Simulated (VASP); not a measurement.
Wanted: the native input for a VASP 6.6.1 run.

```
Task                   : single point
Functional             : RPBE
Dispersion             : D3(BJ)
Potentials or basis    : VASP PAW PBE potentials, release 64 (Al, N)
Cutoff                 : 600 eV
k mesh                 : 10 × 10 × 10
Occupations            : fermi-dirac, width 0.05 eV
Spin                   : no spin polarisation
Dipole correction      : no
Further INCAR settings : ALGO = Normal; EDIFF = 1e-06; NBANDS = 11
```

The structure of AlN lies in POSCAR:

```
AlN
1.0
    0.0000000000      2.1394097525      2.1394097525
    2.1394097525      0.0000000000      2.1394097525
    2.1394097525      2.1394097525      0.0000000000
Al N
1 1
Direct
    0.0000000000      0.0000000000      0.0000000000
    0.2500000000      0.2500000000      0.2500000000
```

The input as run:

INCAR

```
SYSTEM = AlN
PREC = Accurate
ENCUT = 600
EDIFF = 1E-6
ISMEAR = -1
SIGMA = 0.05
LREAL = .False.
LASPH = .True.
NELM = 120
ALGO = Normal
ISIF = 2
LWAVE = .False.
LCHARG = .True.
GGA = RP
IVDW = 12
LELF = .True.
LVHAR = .True.
NBANDS = 11
GGA_COMPAT = .False.
```

KPOINTS

```
Automatic mesh
0
Gamma
  10 10 10
  0 0 0
```

Potentials or basis: VASP PAW PBE potentials, release 64 (Al, N).

Command:

```sh
$ cat potpaw_PBE.64/Al/POTCAR potpaw_PBE.64/N/POTCAR > POTCAR
$ mpirun -np 1 vasp_std > vasp.out
```

It gave:

* Pressure: -0.9 GPa
* Band gap on the k mesh: 3.39 eV, indirect (least direct gap 4.79 eV)
* Dispersion energy per atom: -1.215 eV

Caveat: the PAW data sets were made with another functional, which shifts forces and pressure a little.

Run time: 16 s on 1 thread of Intel Xeon 8259CL, on a shared host, peak memory 0.15 GiB.
